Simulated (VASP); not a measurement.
## SiMo3: single point with PBE

The system is SiMo3.

```
Si Mo
1.0
     2.30817   -2.31365    0.00000
     2.30817    2.31365    0.00000
     0.00000    0.00000    7.34647
Si Mo
1 3
Direct
  0.00000 0.00000 0.00000
  0.50000 0.50000 0.34693
  0.50000 0.50000 0.65307
  0.50000 0.50000 0.00000
```

* Program: VASP 6.6.1
* Task: single point
* Functional: PBE
* Potentials or basis: VASP PAW PBE potentials, release 64 (Si, Mo_sv)
* Cutoff: 500 eV
* k mesh: 7 × 7 × 3
* Occupations: gaussian, width 0.2 eV
* Spin: no spin polarisation

* Pressure: 0.6 GPa
* Largest force: 0.200 eV/Å
* Band gap on the k mesh: zero (band 23 reaches 9.95 eV, above the bottom of band 24 at 7.46 eV)

Forces in eV/Å, atoms in the order of the input:
```
Si   0.000  0.000  0.000
Mo   0.000  0.000 -0.200
Mo   0.000  0.000  0.200
Mo   0.000  0.000  0.000
```

Stress tensor (GPa, compression positive):
```
0.68 0.00 0.00
0.00 0.02 0.00
0.00 0.00 1.04
```

Levels at points of the mesh, in eV from the Fermi level:
| k point | band 19 | band 20 | band 21 | band 22 | band 23 | band 24 | band 25 | band 26 | band 27 | band 28 |
| --- | --- | --- | --- | --- | --- | --- | --- | --- | --- | --- |
| (0.00, 0.00, 0.00) | -1.33 | -1.33 | -1.21 | -1.03 | -1.00 | -0.99 | 0.06 | 1.13 | 1.16 | 1.81 |

Run time: 84 s on 1 thread of Intel Xeon 8259CL (shared host), peak memory 0.21 GiB.
